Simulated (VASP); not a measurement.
A run of VASP 6.6.1 is set up as follows.

INCAR

```
SYSTEM = CaO
ALGO     = Normal         ! electronic algorithm
EDIFF    = 1E-6           ! SCF threshold, eV
ENCUT    = 520            ! plane-wave cutoff, eV
GGA      = PE             ! functional
ISIF     = 2              ! what is computed and relaxed
ISMEAR   = -1             ! smearing method
LASPH    = .TRUE.         ! aspherical terms in the spheres
LCHARG   = .FALSE.        ! write CHGCAR
LREAL    = .FALSE.        ! projectors in reciprocal space
LWAVE    = .FALSE.        ! write WAVECAR
NBANDS   = 15             ! bands
NELM     = 100            ! most SCF steps
PREC     = Accurate       ! precision mode
SIGMA    = 0.02           ! smearing width, eV
```

The input KPOINTS:

```
k-points
0
G
  10 10 10
  0 0 0
```

POSCAR

```
CaO
1.0
    0.0000000000      2.3975501188      2.4769090277
    2.3975501188      0.0000000000      2.4769090277
    2.3975501188      2.3975501188      0.0000000000
Ca O
1 1
Direct
    0.0000000000      0.0000000000      0.0000000000
    0.5000000000      0.5000000000      0.5000000000
```

Potentials or basis: VASP PAW PBE potentials, release 64 (Ca_sv, O).

Run with:

```console
$ cat potpaw_PBE.64/Ca_sv/POTCAR potpaw_PBE.64/O/POTCAR > POTCAR
$ mpirun -np 1 vasp_std > vasp.out
```

Q: What does it give for the band gap on the k mesh?

A: 3.59 eV, indirect (least direct gap 3.99 eV).

Q: Estimate the pressure.

A: -0.3 GPa.

Stress tensor (GPa, compression positive):
```
 1.14  0.00  0.00
 0.00  1.14  0.00
 0.00  0.00 -3.23
```

Caveat: the cell differs from its parent crystal (uniaxial z strain +3.3%). A k mesh can miss the band edges.
